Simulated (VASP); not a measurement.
Input of a VASP 6.6.1 run:

INCAR

```
PREC = Accurate
ENCUT = 520
EDIFF = 1E-6
ISMEAR = 0
SIGMA = 0.01
LREAL = F
LASPH = T
NELM = 80
ALGO = Normal
ISIF = 2
LWAVE = F
LCHARG = T
GGA = PE
LELF = T
LVHAR = T
NBANDS = 24
```

Contents of KPOINTS:

```
Automatic mesh
0
Gamma
  6 6 4
```

The input POSCAR:

```
RbBr
1.0
    6.0478239109      0.0000000000      0.0000000000
   -3.0239119555      5.2375691444      0.0000000000
    0.0000000000      0.0000000000      7.0934122688
Rb Br
2 2
Direct
    0.3333333333      0.6666666667     -0.0624917499
    0.6666666667      0.3333333333      0.4375082501
    0.3333333333      0.6666666667      0.4374917499
    0.6666666667      0.3333333333      0.9374917499
```

Potentials or basis: VASP PAW PBE potentials, release 64 (Rb_sv, Br).

The run is started by

```console
$ cat potpaw_PBE.64/Rb_sv/POTCAR potpaw_PBE.64/Br/POTCAR > POTCAR
$ mpirun -np 1 vasp_std > vasp.out
```

Task: Estimate the band gap on the k mesh.

Result: 3.94 eV, direct.

Task: What does it give for the pressure?

Result: -0.4 GPa.

Stress tensor (GPa, compression positive):
```
-0.41  0.00  0.00
 0.00 -0.41  0.00
 0.00  0.00 -0.53
```

 A k mesh can miss the band edges.
